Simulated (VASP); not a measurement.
# Cr (P6/mmm) in VASP: a series of runs

Cr is run at these levels: PBE; tasks: single point.

Program: VASP 6.6.1. These are calculated values, not measurements. Logs are shortened: lines on timing, memory, paths and dates and some standing lists are left out, and cuts for length are marked.

### 1 The cell of the first run

The structure is hexagonal, space group P6/mmm (No. 191). The conventional cell has a = 2.119 Å, b = 2.119 Å, c = 1.897 Å, α = 90.00°, β = 90.00°, γ = 120.00°. Within 2.5 Å of Cr (site symmetry 6/mmm) lie 8 Cr at 1.90 to 2.12 Å.

This isn't the form of Cr at room conditions, which is bcc.

### 2 Single point, PBE, collinear spin, ferromagnetic start (7.38 Å³/atom)

File INCAR:

```
PREC     = Accurate       # precision mode
ENCUT    = 520            # plane-wave cutoff, eV
EDIFF    = 1E-6           # SCF threshold, eV
ISMEAR   = -1             # smearing method
SIGMA    = 0.08           # smearing width, eV
LREAL    = F              # projectors in reciprocal space
LASPH    = T              # aspherical terms in the spheres
NELM     = 150            # most SCF steps
ALGO     = Normal         # electronic algorithm
ISIF     = 2              # what is computed and relaxed
LWAVE    = F              # write WAVECAR
LCHARG   = F              # write CHGCAR
ISPIN    = 2              # spin polarisation
MAGMOM   = 2              # initial moments
LORBIT   = 11             # projections on sites
LMAXMIX  = 4              # l up to which the mixer works
GGA      = PE             # functional
NBANDS   = 16             # bands
```

File KPOINTS:

```
Automatic mesh
0
Gamma
  18 18 16
```

File POSCAR:

```
Cr
1.0
    2.1192185844      0.0000000000      0.0000000000
   -1.0596092922      1.8352971303      0.0000000000
    0.0000000000      0.0000000000      1.8966456910
Cr
1
Direct
    0.0000000000      0.0000000000      0.0000000000
```

Potentials or basis: VASP PAW PBE potentials, release 64 (Cr_pv).

Launch:

```console
> cat potpaw_PBE.64/Cr_pv/POTCAR > POTCAR
> mpirun -np 1 vasp_std > vasp.out
```

OUTCAR:

```text
PREC = Accurate
   ENCUT = 520
   EDIFF = 1E-6
   ISMEAR = -1
   LREAL = F
   LASPH = T
   NELM = 150
   ISIF = 2
   ISPIN = 2
   LORBIT = 11
   GGA = PE

 ion  position               nearest neighbor table
   1  0.000  0.000  0.000-

  LATTYP: Found a hexagonal cell.
 ALAT       =     2.1192185844
 C/A-ratio  =     0.8949740744

  Lattice vectors:

 A1 = (   2.1192185844,   0.0000000000,   0.0000000000)
 A2 = (  -1.0596092922,   1.8352971303,   0.0000000000)
 A3 = (   0.0000000000,   0.0000000000,   1.8966456910)

Analysis of symmetry for initial positions (statically):
=====================================================================
 Subroutine PRICEL returns:
 Original cell was already a primitive cell.

 Routine SETGRP: Setting up the symmetry group for a
 hexagonal supercell.

 Subroutine GETGRP returns: Found 24 space group operations
 (whereof 24 operations were pure point group operations)
 out of a pool of 24 trial point group operations.

The static configuration has the point symmetry D_6h.

Analysis of symmetry for dynamics (positions and initial velocities):
=====================================================================
 Subroutine PRICEL returns:
 Original cell was already a primitive cell.

 Routine SETGRP: Setting up the symmetry group for a
 hexagonal supercell.

 Subroutine GETGRP returns: Found 24 space group operations
 (whereof 24 operations were pure point group operations)
 out of a pool of 24 trial point group operations.

The dynamic configuration has the point symmetry D_6h.

Analysis of structural, dynamic, and magnetic symmetry:
=====================================================================
 Subroutine PRICEL returns:
 Original cell was already a primitive cell.

 Routine SETGRP: Setting up the symmetry group for a
 hexagonal supercell.

 Subroutine GETGRP returns: Found 24 space group operations
 (whereof 24 operations were pure point group operations)
 out of a pool of 24 trial point group operations.

The overall configuration has the point symmetry D_6h.

 Subroutine INISYM returns: Found 24 space group operations
 (whereof 24 operations are pure point group operations),
 and found     1 'primitive' translations

----------------------------------------------------------------------------------------

                                     Primitive cell

  volume of cell :       7.3768

  direct lattice vectors                    reciprocal lattice vectors
     2.119218584  0.000000000  0.000000000     0.471872042  0.272435450  0.000000000
    -1.059609292  1.835297130  0.000000000     0.000000000  0.544870900  0.000000000
     0.000000000  0.000000000  1.896645691     0.000000000  0.000000000  0.527246604

  length of vectors
     2.119218584  2.119218584  1.896645691     0.544870900  0.544870900  0.527246604

  position of ions in fractional coordinates (direct lattice)
     0.000000000  0.000000000  0.000000000

  ion indices of the primitive-cell ions
   primitive index   ion index
                 1           1

----------------------------------------------------------------------------------------

 KPOINTS: Automatic mesh

Automatic generation of k-mesh.
 Grid dimensions read from file:
 generate k-points for:   18   18   16

 Generating k-lattice:

  Cartesian coordinates                     Fractional coordinates (reciprocal lattice)
     0.026215113  0.015135303  0.000000000     0.055555556  0.000000000  0.000000000
     0.000000000  0.030270606  0.000000000     0.000000000  0.055555556  0.000000000
     0.000000000  0.000000000  0.032952913     0.000000000  0.000000000  0.062500000

  Length of vectors
     0.030270606  0.030270606  0.032952913

  Shift w.r.t. Gamma in fractional coordinates (k-lattice)
     0.000000000  0.000000000  0.000000000

 Subroutine IBZKPT returns following result:
 ===========================================

 Found    333 irreducible k-points:

 Following reciprocal coordinates:
            Coordinates               Weight
  0.000000  0.000000  0.000000      1.000000
  0.055556  0.000000  0.000000      6.000000
  0.111111  0.000000  0.000000      6.000000
  0.166667 -0.000000  0.000000      6.000000
  0.222222  0.000000  0.000000      6.000000
  0.277778  0.000000  0.000000      6.000000
[... 16 lines left out ...]
  0.333333  0.111111  0.000000     12.000000
  0.388889  0.111111  0.000000     12.000000
 [... further k-points ...]
   k-points           NKPTS =    333   k-points in BZ     NKDIM =    333   number of bands    NBANDS=     16
   number of dos      NEDOS =    301   number of ions     NIONS =      1
   total plane-waves  NPLWV =   3584
   dimension x,y,z NGX =    16 NGY =   16 NGZ =   14
   dimension x,y,z NGXF=    32 NGYF=   32 NGZF=   28
   ions per type =               1
   NGX,Y,Z   is equivalent  to a cutoff of  12.55, 12.55, 12.27 a.u.
   NGXF,Y,Z  is equivalent  to a cutoff of  25.10, 25.10, 24.54 a.u.
 SYSTEM =  unknown system
   PREC   = accura    normal or accurate (medium, high low for compatibility)
   ISTART =      0    job   : 0-new  1-cont  2-samecut
   ICHARG =      2    charge: 1-file 2-atom 10-const
   ISPIN  =      2    spin polarized calculation?
   LNONCOLLINEAR =      F non collinear calculations
   LSORBIT =      F    spin-orbit coupling
   LASPH  =      T    aspherical Exc in radial PAW
   ENCUT  =  520.0 eV  38.22 Ry    6.18 a.u.   3.94  3.94  3.53*2*pi/ulx,y,z
   NELM   =    150;   NELMIN=  2; NELMDL= -5     # of ELM steps
   EDIFF  = 0.1E-05   stopping-criterion for ELM
   LREAL  =      F    real-space projection
   EDIFFG = 0.1E-04   stopping-criterion for IOM
   NSW    =      0    number of steps for IOM
   IBRION =     -1    ionic relax: 0-MD 1-quasi-New 2-CG
   NFREE  =      0    steps in history (QN), initial steepest desc. (CG)
   ISIF   =      2    stress and relaxation
   ISYM   =      2    0-nonsym 1-usesym 2-fastsym
   POTIM  = 0.5000    time-step for ionic-motion
   TEBEG  =    0.0;   TEEND  =   0.0 temperature during run
   PSTRESS=    0.0 pullay stress
   NELECT =      12.0000    total number of electrons
   NUPDOWN=      -1.0000    fix difference up-down
   EMIN   =  10.00;   EMAX   =-10.00  energy-range for DOS
   EFERMI =   0.00;   METHOD = LEGACY
   ISMEAR =    -1;   SIGMA  =   0.08  broadening in eV -4-tet -1-fermi 0-gaus
   EFERMI_NEDOS =   21; number of points for ismear=-14 and -15
   IALGO  =     38    algorithm
   IMIX   =      4    mixing-type and parameters
     AMIX     =   0.40;   BMIX     =  1.00
     AMIX_MAG =   1.60;   BMIX_MAG =  1.00
  volume/ion in A,a.u.               =       7.38        49.78
  Fermi-wavevector in a.u.,A,eV,Ry     =   1.925362  3.638407 50.437069  3.707020
  Thomas-Fermi vector in A             =   2.958763
   LORBIT       =     11    0 simple, 1 ext, 2 COOP (PROOUT), +10 PAW based schemes
   GGA     = PE    functional components
   LHFCALC =     F    Hartree Fock is set to
   AEXX    =    0.0000 exact exchange contribution
   IVDW    =     0    specifies the selected vdW correction
   LEPSILON=     F    determine dielectric tensor
   LRPA    =     F    only Hartree local field effects (RPA)
 spin polarized calculation
  energy-cutoff  :      520.00
  volume of cell :        7.38
 maximum number of plane-waves:       207
 NGX is ok and might be reduce to    16
   NGX =  7   NGY =  7   NGZ =  7

 number of electron      11.9999991 magnetization      -0.0000276

 number of electron      11.9999991 magnetization       0.0000363

 Free energy of the ion-electron system (eV)
  ---------------------------------------------------
  ext. energy  EPLUGINS =         0.00000000
  ---------------------------------------------------
  free energy    TOTEN  =        -5.73034384 eV

  energy without entropy =       -5.71563848  energy(sigma->0) =       -5.72299116

 E-fermi :  18.6565     XC(G=0): -16.3864

 val. band max:       18.6522938251   @ k =   0.3333   0.1667   0.2500
 cond. band min:      18.6590899587   @ k =   0.1667  -0.0000   0.1250
 fundamental gap:      0.0067961336
 Fermi energy:        18.6565362179

 spin component 1

 k-point     1 :       0.0000    0.0000    0.0000
  band No.  band energies     occupation
      1     -23.0239      1.00000
      2     -23.0239      1.00000
      3     -22.2485      1.00000
      4      10.0608      1.00000
      5      12.6360      1.00000
      6      17.1563      1.00000
[... 8 lines left out ...]
     15      57.8596      0.00000
     16      57.8596      0.00000

 k-point     2 :       0.0556    0.0000    0.0000
  band No.  band energies     occupation
      1     -23.1425      1.00000
      2     -23.0482      1.00000
      3     -22.2373      1.00000
      4      10.2645      1.00000
      5      12.7010      1.00000
      6      16.9830      1.00000
[... 8 lines left out ...]
     15      58.1542      0.00000
     16      59.1153      0.00000
[... 387 lines left out ...]
      5      14.5765      1.00000
      6      18.0969      0.99908
[... 8 lines left out ...]
     15      58.0795      0.00000
     16      62.8319      0.00000

 k-point    24 :       0.3889    0.1111    0.0000
  band No.  band energies     occupation
      1     -26.3538      1.00000
      2     -24.0590      1.00000
      3     -21.8701      1.00000
      4      12.1561      1.00000
      5      14.8080      1.00000
      6      19.0308      0.00921
[... 8 lines left out ...]
     15      59.1078      0.00000
     16      62.1530      0.00000

 [... further k-points ...]

 spin component 2

 k-point     1 :       0.0000    0.0000    0.0000
  band No.  band energies     occupation
      1     -23.0240      1.00000
      2     -23.0240      1.00000
      3     -22.2486      1.00000
      4      10.0609      1.00000
      5      12.6360      1.00000
      6      17.1564      1.00000
[... 8 lines left out ...]
     15      57.8597      0.00000
     16      57.8597      0.00000

 k-point     2 :       0.0556    0.0000    0.0000
  band No.  band energies     occupation
      1     -23.1426      1.00000
      2     -23.0482      1.00000
      3     -22.2374      1.00000
      4      10.2646      1.00000
      5      12.7010      1.00000
      6      16.9830      1.00000
[... 8 lines left out ...]
     15      58.1543      0.00000
     16      59.1154      0.00000
[... 387 lines left out ...]
      5      14.5766      1.00000
      6      18.0969      0.99908
[... 8 lines left out ...]
     15      58.0795      0.00000
     16      62.8320      0.00000

 k-point    24 :       0.3889    0.1111    0.0000
  band No.  band energies     occupation
      1     -26.3539      1.00000
      2     -24.0591      1.00000
      3     -21.8702      1.00000
      4      12.1561      1.00000
      5      14.8081      1.00000
      6      19.0308      0.00921
[... 8 lines left out ...]
     15      59.1079      0.00000
     16      62.1532      0.00000

 [... further k-points ...]
[... 5 lines left out ...]
  --------------------------------------------------------------------------------------
  -------------------------------------------------------------------------------------
  Total       13.9442318     13.9442318     15.1224891     -0.0000000      0.0000000      0.0000000
  in kB     3028.5645094   3028.5645095   3284.4716349     -0.0000000      0.0000000      0.0000000
  external PRESSURE =    3113.8668846 kB  Pullay stress =       0.0000000 kB

 VOLUME and BASIS-vectors are now :
 -----------------------------------------------------------------------------
  energy-cutoff  :      520.00
  volume of cell :        7.38
      direct lattice vectors                 reciprocal lattice vectors
     2.119218584  0.000000000  0.000000000     0.471872042  0.272435450  0.000000000
    -1.059609292  1.835297130  0.000000000     0.000000000  0.544870900  0.000000000
     0.000000000  0.000000000  1.896645691     0.000000000  0.000000000  0.527246604

 POSITION                                       TOTAL-FORCE (eV/Angst)
 -----------------------------------------------------------------------------------
      0.00000      0.00000      0.00000         0.000000      0.000000      0.000000
 -----------------------------------------------------------------------------------
    total drift:                                0.000000      0.000000     -0.000000

  FREE ENERGIE OF THE ION-ELECTRON SYSTEM (eV)
  ---------------------------------------------------
  free  energy   TOTEN  =        -5.7303438381 eV

  energy  without entropy=       -5.7156384787  energy(sigma->0) =       -5.72299116

 total charge

# of ion       s       p       d       tot
------------------------------------------
    1        0.594   6.654   5.350  12.598

 magnetization (x)

# of ion       s       p       d       tot
------------------------------------------
    1       -0.000   0.000   0.000   0.000
```

It took 31 s on 1 thread of AMD EPYC 9R45 (Zen 5), shared host; peak memory 0.14 GiB.

What came out:

```
Free energy            : -5.7303 eV
Pressure               : 311.4 GPa
Band gap on the k mesh : zero (filled and empty bands overlap)
Net moment             : 0.00 μB per cell
```

Stress tensor (GPa, compression positive):
```
302.86   0.00   0.00
  0.00 302.86   0.00
  0.00   0.00 328.45
```

Caveat: atoms lie so close that the PAW spheres overlap strongly, which falsifies energies and pressures; the stress differs along the axes, from 303 to 328 GPa; the moments typed at the start vanished in this run.

### 3 Single point, PBE, collinear spin, ferromagnetic start (8.36 Å³/atom)

This run uses another cell than the first one, of 8.36 Å³/atom.

File INCAR:

```
  PREC = Accurate
  ENCUT = 520
  EDIFF = 1E-6
  ISMEAR = -1
  SIGMA = 0.08
  LREAL = False
  LASPH = True
  NELM = 150
  ALGO = Normal
  ISIF = 2
  LWAVE = False
  LCHARG = True
  ISPIN = 2
  MAGMOM = 2
  LORBIT = 11
  LMAXMIX = 4
  GGA = PE
  LELF = True
  LVHAR = True
  NBANDS = 16
```

KPOINTS is that of step 2.

File POSCAR:

```
Cr
1.0
    2.2150119578      0.0000000000      0.0000000000
   -1.1075059789      1.9182566252      0.0000000000
    0.0000000000      0.0000000000      1.9676290618
Cr
1
Direct
    0.0000000000      0.0000000000      0.0000000000
```

Potentials or basis: VASP PAW PBE potentials, release 64 (Cr_pv).

Launch:

```console
> cat potpaw_PBE.64/Cr_pv/POTCAR > POTCAR
> mpirun -np 1 vasp_std > vasp.out
```

Run time: 36 s. Hardware: 1 thread of AMD EPYC 9R45 (Zen 5), shared host; peak memory 0.14 GiB.

It converged, with:

```
Free energy            : -7.2022 eV
Pressure               : 180.5 GPa
Band gap on the k mesh : zero (filled and empty bands overlap)
Net moment             : 0.00 μB per cell
```

Stress tensor (GPa, compression positive):
```
176.88   0.00   0.00
  0.00 176.88   0.00
  0.00   0.00 187.80
```

Levels at points of the mesh, in eV from the Fermi level:
Spin up:
| k point | band 4 | band 5 | band 6 | band 7 | band 8 | band 9 |
| --- | --- | --- | --- | --- | --- | --- |
| (0.00, 0.00, 0.00) | -8.54 | -5.23 | -1.20 | -1.20 | 4.48 | 4.48 |
| (0.50, 0.00, 0.00) | -6.31 | -3.57 | 1.28 | 1.80 | 3.94 | 4.23 |
| (0.00, 0.00, 0.50) | -3.28 | 0.06 | 0.06 | 0.28 | 0.28 | 0.47 |
| (0.50, 0.00, 0.50) | -7.56 | -3.61 | -1.14 | 4.67 | 6.39 | 7.98 |
Spin down:
| k point | band 4 | band 5 | band 6 | band 7 | band 8 | band 9 |
| --- | --- | --- | --- | --- | --- | --- |
| (0.00, 0.00, 0.00) | -8.54 | -5.23 | -1.20 | -1.20 | 4.48 | 4.48 |
| (0.50, 0.00, 0.00) | -6.31 | -3.57 | 1.28 | 1.80 | 3.94 | 4.23 |
| (0.00, 0.00, 0.50) | -3.28 | 0.06 | 0.06 | 0.28 | 0.28 | 0.48 |
| (0.50, 0.00, 0.50) | -7.56 | -3.61 | -1.14 | 4.67 | 6.39 | 7.98 |

Caveat: the stress differs along the axes, from 177 to 188 GPa; an empty level that is flat over the whole mesh can mark a ghost state of the potentials, or a narrow d or f band; the moments typed at the start vanished in this run.

### 4 Single point, PBE, collinear spin, ferromagnetic start (8.36 Å³/atom)

This run uses another cell than the first one, of 8.36 Å³/atom.

File INCAR:

```
SYSTEM = Cr
  ALGO = Normal
  EDIFF = 1E-6
  ENCUT = 520
  GGA = PE
  ISIF = 2
  ISMEAR = -1
  ISPIN = 2
  LASPH = .True.
  LCHARG = .False.
  LMAXMIX = 4
  LORBIT = 11
  LREAL = .False.
  LWAVE = .False.
  MAGMOM = 2
  NBANDS = 16
  NELM = 150
  PREC = Accurate
  SIGMA = 0.08
```

File KPOINTS:

```
k-points
0
Gamma
  18 18 16
  0 0 0
```

POSCAR is that of step 3.

Launch:

```console
> cat potpaw_PBE.64/Cr_pv/POTCAR > POTCAR
> mpirun -np 1 vasp_std > vasp.out
```

Wall time 33 s (1 thread of AMD EPYC 9R45 (Zen 5), shared host); peak memory 0.14 GiB.

The run converged. Its results:

```
Free energy            : -7.2022 eV
Pressure               : 180.5 GPa
Band gap on the k mesh : zero (filled and empty bands overlap)
Net moment             : 0.00 μB per cell
```

Stress tensor (GPa, compression positive):
```
176.88   0.00   0.00
  0.00 176.88   0.00
  0.00   0.00 187.80
```

Levels at points of the mesh, in eV from the Fermi level:
Spin up:
| k point | band 2 | band 3 | band 4 | band 5 | band 6 | band 7 | band 8 | band 9 | band 10 | band 11 |
| --- | --- | --- | --- | --- | --- | --- | --- | --- | --- | --- |
| (0.00, 0.00, 0.00) | -41.97 | -41.30 | -8.54 | -5.23 | -1.20 | -1.20 | 4.48 | 4.48 | 8.00 | 20.90 |
| (0.50, 0.00, 0.00) | -42.51 | -41.05 | -6.31 | -3.57 | 1.28 | 1.80 | 3.94 | 4.23 | 8.00 | 13.15 |
| (0.00, 0.00, 0.50) | -41.55 | -41.55 | -3.28 | 0.06 | 0.06 | 0.28 | 0.28 | 0.47 | 7.98 | 13.88 |
| (0.50, 0.00, 0.50) | -43.72 | -42.04 | -7.56 | -3.61 | -1.14 | 4.67 | 6.39 | 7.98 | 10.42 | 11.94 |
Spin down:
```
           k point  band 4  band 5  band 6  band 7  band 8  band 9
(0.00, 0.00, 0.00)   -8.54   -5.23   -1.20   -1.20    4.48    4.48
(0.50, 0.00, 0.00)   -6.31   -3.57    1.28    1.80    3.94    4.23
(0.00, 0.00, 0.50)   -3.28    0.06    0.06    0.28    0.28    0.48
(0.50, 0.00, 0.50)   -7.56   -3.61   -1.14    4.67    6.39    7.98
```

Caveat: the stress differs along the axes, from 177 to 188 GPa; an empty level that is flat over the whole mesh can mark a ghost state of the potentials, or a narrow d or f band; the moments typed at the start vanished in this run.
